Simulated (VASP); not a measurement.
Set up this calculation in VASP 6.6.1, as the native input.

```yaml
Task: single point
Functional: PBE
Potentials_or_basis: VASP PAW PBE potentials, release 64 (Ta_pv, Li_sv)
Cutoff: 520 eV
k_mesh: 2 × 2 × 2
Occupations: fermi-dirac, width 0.05 eV
Spin: no spin polarisation
Dipole_correction: no
Further_INCAR_settings: LREAL = Auto; ALGO = Normal; EDIFF = 1e-06; NBANDS = 104
```

The structure of LiTa16 (a cell with a defect) lies in POSCAR:

```
LiTa16
1.0
    6.6200000000      0.0000000000      0.0000000000
    0.0000000000      6.6200000000      0.0000000000
    0.0000000000      0.0000000000      6.6200000000
Ta Li
16 1
Direct
   -0.0216163142      0.0002416918      0.0035347432
    0.4848791541     -0.0275981873      0.0003021148
    0.0003474320      0.4753625378      0.0023716012
    0.0058459215     -0.0055287009      0.5002114804
    0.2609516616      0.2366314199      0.2485196375
    0.4633081571      0.5326435045     -0.0024018127
    0.5069033233      0.0023716012      0.5118126888
    0.7584743202      0.2451057402      0.2812386707
    0.0243051360      0.4989425982      0.4901510574
    0.2442598187      0.7609365559      0.2604380665
    0.2536102719      0.2452265861      0.7472507553
    0.5030513595      0.5204380665      0.5061933535
    0.7561178248      0.7362235650      0.2503323263
    0.7700755287      0.2645468278      0.7080513595
    0.2266465257      0.7630664653      0.7379607251
    0.7691993958      0.7407703927      0.7546072508
    0.6138821752      0.2710271903      0.0018580060
```

These files were run (other wordings do the same):

INCAR

```
ALGO = Normal
EDIFF = 1E-6
ENCUT = 520
GGA = PE
ISIF = 2
ISMEAR = -1
LASPH = T
LCHARG = F
LREAL = Auto
LWAVE = F
NBANDS = 104
NELM = 60
PREC = Accurate
SIGMA = 0.05
```

KPOINTS

```
k-points
0
Gamma
  2 2 2
```

Potentials or basis: VASP PAW PBE potentials, release 64 (Ta_pv, Li_sv).

Run with:

```sh
$ cat potpaw_PBE.64/Ta_pv/POTCAR potpaw_PBE.64/Li_sv/POTCAR > POTCAR
$ mpirun -np 1 vasp_std > vasp.out
```

Results of the run:

The largest force is 2.495 eV/Å. The band gap on the k mesh is zero (an odd number of electrons rules out a gap without spin polarisation).

Caveat: the k points lie up to 0.47 Å⁻¹ apart, too coarse for converged energies and pressures of a metal; spin-orbit coupling is left out, which moves the levels of the heavy elements.

Run time: 5.8 min on 1 thread of Intel(R) Xeon(R) Platinum 8488C (Sapphire Rapids) (shared host), peak memory 0.44 GiB.
